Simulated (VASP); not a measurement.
# Nb8N5 in VASP: further runs

Nb8N5 is run at these levels: LDA, r2SCAN; tasks: single point.

Everything below comes from runs of VASP 6.6.1. Logs are shortened: lines on timing, memory, paths and dates and some standing lists are left out, and cuts for length are marked.

## Step 1: The cell of the first run

The structure is monoclinic, space group Cm (No. 8). The conventional cell has a = 8.814 Å, b = 6.141 Å, c = 6.238 Å, α = 90.00°, β = 90.00°, γ = 90.00°. Nb (site symmetry 1) has 3 N at 2.20 to 2.21 Å and 12 Nb at 3.01 to 3.18 Å within 3.2 Å. Nb (site symmetry 1) has 3 N at 2.20 to 2.21 Å and 12 Nb at 3.01 to 3.13 Å within 3.2 Å. Nb (site symmetry m) has 4 N at 2.18 Å within 2.9 Å. Nb (site symmetry m) has 5 N at 2.20 to 2.22 Å within 2.9 Å. Nb (site symmetry m) has 5 N at 2.13 to 2.27 Å within 2.8 Å. Within 2.9 Å of Nb (site symmetry m) lie 4 N at 2.18 Å. Within 2.9 Å of N (site symmetry m) lie 6 Nb at 2.21 to 2.22 Å. Within 2.9 Å of N (site symmetry 1) lie 6 Nb at 2.18 to 2.27 Å.

## Step 2: Single point, LDA

INCAR reads:

```
ALGO = Normal ; EDIFF = 1E-6
ENCUT = 600 ; GGA = CA
GGA_COMPAT = F ; ISIF = 2
ISMEAR = 0 ; LASPH = T
LCHARG = F ; LREAL = F
LWAVE = F ; NBANDS = 76
NELM = 120 ; PREC = Accurate
SIGMA = 0.05
```

KPOINTS reads:

```
k-points
0
Gamma
  6 6 4
```

POSCAR reads:

```
Nb8N5
1.0
    3.0703020000     -4.4072490000      0.0000000000
    3.0703020000      4.4072490000      0.0000000000
    0.0000000000      0.0000000000      6.2380760000
Nb N
8 5
Direct
    0.2451400000      0.2451400000      0.7507320000
    0.7548600000      0.7548600000      0.2492680000
    0.7548600000      0.7548600000      0.7507320000
    0.2451400000      0.2451400000      0.2492680000
    0.7470840000      0.2529160000      0.5000000000
    0.2483390000      0.7516610000      0.0000000000
    0.7516610000      0.2483390000      0.0160305838
    0.2529160000      0.7470840000      0.5000000000
    0.5000000000      0.5000000000      0.0000000000
    0.5000000000      0.0000000000      0.7484270000
    0.0000000000      0.5000000000      0.2515730000
    0.0000000000      0.5000000000      0.7484270000
    0.5000000000      0.0000000000      0.2515730000
```

Potentials or basis: VASP PAW LDA potentials, release 64 (Nb_sv, N).

Launch:

```sh
cat potpaw_LDA.64/Nb_sv/POTCAR potpaw_LDA.64/N/POTCAR > POTCAR
mpirun -np 1 vasp_std > vasp.out
```

OUTCAR:

```text
EDIFF = 1E-6
   ENCUT = 600
   GGA = CA
   ISIF = 2
   ISMEAR = 0
   LASPH = T
   LREAL = F
   NELM = 120
   PREC = Accurate

 ion  position               nearest neighbor table
   1  0.245  0.245  0.751-  10 2.20  12 2.20   9 2.21   3 3.01
   2  0.755  0.755  0.249-  11 2.20  13 2.20   9 2.21   4 3.01   7 3.03
   3  0.755  0.755  0.751-  10 2.20  12 2.20   9 2.21   1 3.01
   4  0.245  0.245  0.249-  11 2.20  13 2.20   9 2.21   2 3.01   7 3.03
   5  0.747  0.253  0.500-  10 2.18  11 2.18  12 2.18  13 2.18   7 3.02
   6  0.248  0.752  0.000-  10 2.20  11 2.20  12 2.20  13 2.20   9 2.22
   7  0.752  0.248  0.016-  11 2.13  13 2.13   9 2.22  12 2.27  10 2.27   5 3.02   2 3.03   4 3.03

   8  0.253  0.747  0.500-  10 2.18  11 2.18  12 2.18  13 2.18
   9  0.500  0.500  0.000-   1 2.21   2 2.21   3 2.21   4 2.21   6 2.22   7 2.22
  10  0.500  0.000  0.748-   5 2.18   8 2.18   6 2.20   3 2.20   1 2.20   7 2.27
  11  0.000  0.500  0.252-   7 2.13   5 2.18   8 2.18   6 2.20   2 2.20   4 2.20
  12  0.000  0.500  0.748-   5 2.18   8 2.18   6 2.20   3 2.20   1 2.20   7 2.27
  13  0.500  0.000  0.252-   7 2.13   5 2.18   8 2.18   6 2.20   2 2.20   4 2.20

  LATTYP: Found a base centered orthorhombic cell.
 ALAT       =     6.1406040000
 B/A-ratio  =     1.4354447869
 C/A-ratio  =     1.0158733571

  Lattice vectors:

 A1 = (   3.0703020000,  -4.4072490000,   0.0000000000)
 A2 = (   3.0703020000,   4.4072490000,   0.0000000000)
 A3 = (   0.0000000000,   0.0000000000,   6.2380760000)

Analysis of symmetry for initial positions (statically):
=====================================================================
 Subroutine PRICEL returns:
 Original cell was already a primitive cell.

 Routine SETGRP: Setting up the symmetry group for a
 base centered orthorhombic supercell.

 Subroutine GETGRP returns: Found  2 space group operations
 (whereof  2 operations were pure point group operations)
 out of a pool of  8 trial point group operations.

The static configuration has the point symmetry C_1h.

Analysis of symmetry for dynamics (positions and initial velocities):
=====================================================================
 Subroutine PRICEL returns:
 Original cell was already a primitive cell.

 Routine SETGRP: Setting up the symmetry group for a
 base centered orthorhombic supercell.

 Subroutine GETGRP returns: Found  2 space group operations
 (whereof  2 operations were pure point group operations)
 out of a pool of  8 trial point group operations.

The dynamic configuration has the point symmetry C_1h.

 Subroutine INISYM returns: Found  2 space group operations
 (whereof  2 operations are pure point group operations),
 and found     1 'primitive' translations

----------------------------------------------------------------------------------------

                                     Primitive cell

  volume of cell :     168.8221

  direct lattice vectors                    reciprocal lattice vectors
     3.070302000 -4.407249000  0.000000000     0.162850430 -0.113449456  0.000000000
     3.070302000  4.407249000  0.000000000     0.162850430  0.113449456  0.000000000
     0.000000000  0.000000000  6.238076000     0.000000000  0.000000000  0.160305838

  length of vectors
     5.371275279  5.371275279  6.238076000     0.198471765  0.198471765  0.160305838

  position of ions in fractional coordinates (direct lattice)
     0.245140000  0.245140000  0.750732000
     0.754860000  0.754860000  0.249268000
     0.754860000  0.754860000  0.750732000
     0.245140000  0.245140000  0.249268000
     0.747084000  0.252916000  0.500000000
     0.248339000  0.751661000  0.000000000
     0.751661000  0.248339000  0.016030584
     0.252916000  0.747084000  0.500000000
     0.500000000  0.500000000  0.000000000
     0.500000000  0.000000000  0.748427000
     0.000000000  0.500000000  0.251573000
     0.000000000  0.500000000  0.748427000
     0.500000000  0.000000000  0.251573000

  ion indices of the primitive-cell ions
   primitive index   ion index
                 1           1
                 2           2
                 3           3
                 4           4
                 5           5
                 6           6
                 7           7
                 8           8
                 9           9
                10          10
                11          11
                12          12
                13          13

----------------------------------------------------------------------------------------

 KPOINTS: k-points

Automatic generation of k-mesh.
 Grid dimensions read from file:
 generate k-points for:    6    6    4

 Generating k-lattice:

  Cartesian coordinates                     Fractional coordinates (reciprocal lattice)
     0.027141738 -0.018908243  0.000000000     0.166666667  0.000000000  0.000000000
     0.027141738  0.018908243  0.000000000     0.000000000  0.166666667  0.000000000
     0.000000000  0.000000000  0.040076459     0.000000000  0.000000000  0.250000000

  Length of vectors
     0.033078627  0.033078627  0.040076459

  Shift w.r.t. Gamma in fractional coordinates (k-lattice)
     0.000000000  0.000000000  0.000000000

 Subroutine IBZKPT returns following result:
 ===========================================

 Found     47 irreducible k-points:

 Following reciprocal coordinates:
            Coordinates               Weight
  0.000000  0.000000  0.000000      1.000000
  0.166667  0.000000  0.000000      4.000000
  0.333333  0.000000  0.000000      4.000000
  0.500000  0.000000  0.000000      2.000000
  0.166667  0.166667  0.000000      2.000000
  0.333333  0.166667  0.000000      4.000000
[... 16 lines left out ...]
  0.500000  0.166667  0.250000      4.000000
  0.500000 -0.166667  0.250000      4.000000
 [... further k-points ...]
   k-points           NKPTS =     47   k-points in BZ     NKDIM =     47   number of bands    NBANDS=     76
   number of dos      NEDOS =    301   number of ions     NIONS =     13
   total plane-waves  NPLWV = 115200
   dimension x,y,z NGX =    48 NGY =   48 NGZ =   50
   dimension x,y,z NGXF=    96 NGYF=   96 NGZF=  100
   ions per type =               8   5
   NGX,Y,Z   is equivalent  to a cutoff of  14.86, 14.86, 13.33 a.u.
   NGXF,Y,Z  is equivalent  to a cutoff of  29.71, 29.71, 26.65 a.u.
 SYSTEM =  unknown system
   PREC   = accura    normal or accurate (medium, high low for compatibility)
   ISTART =      0    job   : 0-new  1-cont  2-samecut
   ICHARG =      2    charge: 1-file 2-atom 10-const
   ISPIN  =      1    spin polarized calculation?
   LNONCOLLINEAR =      F non collinear calculations
   LSORBIT =      F    spin-orbit coupling
   LASPH  =      T    aspherical Exc in radial PAW
   ENCUT  =  600.0 eV  44.10 Ry    6.64 a.u.  10.73 10.73 12.46*2*pi/ulx,y,z
   NELM   =    120;   NELMIN=  2; NELMDL= -5     # of ELM steps
   EDIFF  = 0.1E-05   stopping-criterion for ELM
   LREAL  =      F    real-space projection
   EDIFFG = 0.1E-04   stopping-criterion for IOM
   NSW    =      0    number of steps for IOM
   IBRION =     -1    ionic relax: 0-MD 1-quasi-New 2-CG
   NFREE  =      0    steps in history (QN), initial steepest desc. (CG)
   ISIF   =      2    stress and relaxation
   ISYM   =      2    0-nonsym 1-usesym 2-fastsym
   POTIM  = 0.5000    time-step for ionic-motion
   TEBEG  =    0.0;   TEEND  =   0.0 temperature during run
   PSTRESS=    0.0 pullay stress
   NELECT =     129.0000    total number of electrons
   NUPDOWN=      -1.0000    fix difference up-down
   EMIN   =  10.00;   EMAX   =-10.00  energy-range for DOS
   EFERMI =   0.00;   METHOD = LEGACY
   ISMEAR =     0;   SIGMA  =   0.05  broadening in eV -4-tet -1-fermi 0-gaus
   EFERMI_NEDOS =   21; number of points for ismear=-14 and -15
   IALGO  =     38    algorithm
   IMIX   =      4    mixing-type and parameters
     AMIX     =   0.40;   BMIX     =  1.00
     AMIX_MAG =   1.60;   BMIX_MAG =  1.00
  volume/ion in A,a.u.               =      12.99        87.64
  Fermi-wavevector in a.u.,A,eV,Ry     =   1.496678  2.828311 30.477651  2.240044
  Thomas-Fermi vector in A             =   2.608663
   LORBIT       =      0    0 simple, 1 ext, 2 COOP (PROOUT), +10 PAW based schemes
   GGA     = CA    functional components
   LHFCALC =     F    Hartree Fock is set to
   AEXX    =    0.0000 exact exchange contribution
   IVDW    =     0    specifies the selected vdW correction
   LEPSILON=     F    determine dielectric tensor
   LRPA    =     F    only Hartree local field effects (RPA)
 non-spin polarized calculation
 Gauss-broadening in eV      SIGMA  =   0.05
  energy-cutoff  :      600.00
  volume of cell :      168.82
 maximum number of plane-waves:      5693
 NGX is ok and might be reduce to    48
   NGX = 21   NGY = 21   NGZ = 25

 number of electron     129.0000007 magnetization

 Free energy of the ion-electron system (eV)
  ---------------------------------------------------
  ext. energy  EPLUGINS =         0.00000000
  ---------------------------------------------------
  free energy    TOTEN  =      -149.40378020 eV

  energy without entropy =     -149.39351576  energy(sigma->0) =     -149.39864798

 E-fermi :  11.7801     XC(G=0): -13.0246

 val. band max:       11.7783617896   @ k =  -0.3333   0.3333   0.5000
 cond. band min:      11.7806594991   @ k =   0.0000   0.0000   0.5000
 fundamental gap:      0.0022977095
 Fermi energy:        11.7801183964

 k-point     1 :       0.0000    0.0000    0.0000
  band No.  band energies     occupation
      1     -43.7168      2.00000
      2     -43.6535      2.00000
      3     -43.3521      2.00000
      4     -43.2850      2.00000
      5     -43.0958      2.00000
      6     -43.0748      2.00000
[... 68 lines left out ...]
     75      14.2462      0.00000
     76      14.3556      0.00000
[... 1815 lines left out ...]
     75      14.2961      0.00000
     76      14.4288      0.00000

 [... further k-points ...]

------------------------ aborting loop because EDIFF is reached ----------------------------------------

  FORCE on cell =-STRESS in cart. coord.  units (eV):
  Direction    XX          YY          ZZ          XY          YZ          ZX
  --------------------------------------------------------------------------------------
  -------------------------------------------------------------------------------------
  Total      -16.4361853    -16.8836040    -17.8683377      0.0000000      0.1213620      0.0000000
  in kB     -155.9847961   -160.2309470   -169.5763930      0.0000000      1.1517652      0.0000000
  external PRESSURE =    -161.9307120 kB  Pullay stress =       0.0000000 kB

 VOLUME and BASIS-vectors are now :
 -----------------------------------------------------------------------------
  energy-cutoff  :      600.00
  volume of cell :      168.82
      direct lattice vectors                 reciprocal lattice vectors
     3.070302000 -4.407249000  0.000000000     0.162850430 -0.113449456  0.000000000
     3.070302000  4.407249000  0.000000000     0.162850430  0.113449456  0.000000000
     0.000000000  0.000000000  6.238076000     0.000000000  0.000000000  0.160305838

 POSITION                                       TOTAL-FORCE (eV/Angst)
 -----------------------------------------------------------------------------------
      1.50531      0.00000      4.68312         0.220854      0.011527      0.338310
      4.63530      0.00000      1.55495        -0.281021     -0.014728     -0.265730
      4.63530      0.00000      4.68312        -0.220854      0.011527      0.338310
      1.50531      0.00000      1.55495         0.281021     -0.014728     -0.265730
      3.07030     -2.17792      3.11904         0.000000     -0.062149      0.092343
      3.07030      2.21827      0.00000         0.000000     -0.456578      0.062212
      3.07030     -2.21827      0.10000         0.000000      0.457220     -1.012641
      3.07030      2.17792      3.11904         0.000000      0.065838     -0.267828
      3.07030      0.00000      0.00000         0.000000     -0.008873      0.090115
      1.53515     -2.20362      4.66874         0.166997     -0.000258      0.194725
      1.53515      2.20362      1.56933         0.286851      0.005730      0.250594
      1.53515      2.20362      4.66874        -0.166997     -0.000258      0.194725
      1.53515     -2.20362      1.56933        -0.286851      0.005730      0.250594
 -----------------------------------------------------------------------------------
    total drift:                                0.000000      0.000168      0.000057

  FREE ENERGIE OF THE ION-ELECTRON SYSTEM (eV)
  ---------------------------------------------------
  free  energy   TOTEN  =      -149.4037801960 eV

  energy  without entropy=     -149.3935157642  energy(sigma->0) =     -149.39864798
```

Wall time 32 min (1 thread of Oxide Virtual Turin-like, shared host); peak memory 0.57 GiB.

Results:

* Free energy: -149.4038 eV
* Pressure: -16.2 GPa
* Largest force: 1.111 eV/Å
* Band gap on the k mesh: zero (an odd number of electrons rules out a gap without spin polarisation)

Forces on the atoms (eV/Å):
```
Nb   0.221  0.012  0.338
Nb  -0.281 -0.015 -0.266
Nb  -0.221  0.012  0.338
Nb   0.281 -0.015 -0.266
Nb   0.000 -0.062  0.092
Nb   0.000 -0.457  0.062
Nb   0.000  0.457 -1.013
Nb   0.000  0.066 -0.268
N    0.000 -0.009  0.090
N    0.167  0.000  0.195
N    0.287  0.006  0.251
N   -0.167  0.000  0.195
N   -0.287  0.006  0.251
```

Caveat: the cell stands under tension; forces of over 1 eV/Å act on the atoms, so gaps and moduli don't describe the material at rest.

## Step 3: Single point, r2SCAN

POSCAR: that of step 2 with these lines changed.

```diff
@@ -14,3 +14,3 @@
     0.2483390000      0.7516610000      0.0000000000
-    0.7516610000      0.2483390000      0.0160305838
+    0.7516610000      0.2483390000      0.0000000000
     0.2529160000      0.7470840000      0.5000000000
```

INCAR.step1 reads:

```
SYSTEM = Nb8N5
PREC     = Accurate       ! precision mode
ENCUT    = 660            ! plane-wave cutoff, eV
ISMEAR   = 0              ! smearing method
SIGMA    = 0.05           ! smearing width, eV
LREAL    = .FALSE.        ! projectors in reciprocal space
LASPH    = .TRUE.         ! aspherical terms in the spheres
NELM     = 120            ! most SCF steps
NBANDS   = 76             ! bands
GGA      = PE             ! functional
ALGO     = Normal         ! electronic algorithm
EDIFF    = 1E-5           ! SCF threshold, eV
LWAVE    = .TRUE.         ! write WAVECAR
LCHARG   = .FALSE.        ! write CHGCAR
GGA_COMPAT= .FALSE.      
KPAR     = 4
```

INCAR.step2 reads:

```
SYSTEM = Nb8N5
PREC     = Accurate       ! precision mode
ENCUT    = 660            ! plane-wave cutoff, eV
EDIFF    = 1E-6           ! SCF threshold, eV
ISMEAR   = 0              ! smearing method
SIGMA    = 0.05           ! smearing width, eV
LREAL    = .FALSE.        ! projectors in reciprocal space
LASPH    = .TRUE.         ! aspherical terms in the spheres
NELM     = 120            ! most SCF steps
ALGO     = Normal         ! electronic algorithm
ISIF     = 2              ! what is computed and relaxed
LWAVE    = .FALSE.        ! write WAVECAR
LCHARG   = .FALSE.        ! write CHGCAR
METAGGA  = R2SCAN         ! meta-GGA
LMIXTAU  = .TRUE.       
NBANDS   = 76             ! bands
ISTART   = 1            
GGA_COMPAT= .FALSE.      
KPAR     = 4
```

KPOINTS reads:

```
Automatic mesh
0
G
  6 6 4
  0 0 0
```

Potentials or basis: VASP PAW PBE potentials, release 64 (Nb_sv, N).

Launch:

```sh
cat potpaw_PBE.64/Nb_sv/POTCAR potpaw_PBE.64/N/POTCAR > POTCAR
cp INCAR.step1 INCAR
mpirun -np 4 vasp_std > vasp.out
cp INCAR.step2 INCAR
mpirun -np 4 vasp_std > vasp.out
```

Wall time 29 min (4 MPI ranks of Oxide Virtual Turin-like, shared host); peak memory 0.69 GiB.

It converged, with:

| Quantity | Value |
| --- | --- |
| Free energy | -257.9686 eV |
| Pressure | -6.4 GPa |
| Largest force | 0.143 eV/Å |
| Band gap on the k mesh | zero (an odd number of electrons rules out a gap without spin polarisation) |

Forces on the atoms (eV/Å):
```
Nb  -0.015  0.000  0.142
Nb   0.015  0.000 -0.142
Nb   0.015  0.000  0.142
Nb  -0.015  0.000 -0.142
Nb   0.000  0.010  0.000
Nb   0.000  0.018  0.000
Nb   0.000 -0.018  0.000
Nb   0.000 -0.010  0.000
N    0.000  0.000  0.000
N    0.000  0.000  0.038
N    0.000  0.000 -0.038
N    0.000  0.000  0.038
N    0.000  0.000 -0.038
```

Stress tensor (GPa, compression positive):
```
-6.11  0.00  0.00
 0.00 -5.76  0.00
 0.00  0.00 -7.41
```

Levels at points of the mesh, in eV from the Fermi level:
```
           k point  band 62  band 63  band 64  band 65  band 66  band 67  band 68  band 69
(0.00, 0.00, 0.00)    -0.92    -0.74    -0.59    -0.58     0.94     1.00     1.02     1.16
(0.50, 0.00, 0.00)    -1.00    -0.25    -0.18    -0.11     0.03     0.34     0.35     0.69
(0.50, 0.50, 0.00)    -1.16    -0.74     0.64     0.72     1.22     1.35     1.41     1.62
(0.00, 0.00, 0.50)    -1.04    -0.57    -0.31    -0.03     0.06     0.18     1.16     1.23
(0.50, 0.00, 0.50)    -0.76    -0.17    -0.07     0.03     0.11     0.16     0.17     1.12
(0.50, 0.50, 0.50)    -0.85    -0.81    -0.51    -0.14    -0.14     0.25     1.42     1.43
```

Caveat: the cell stands under tension; the PAW data sets were made with another functional, which shifts forces and pressure a little.
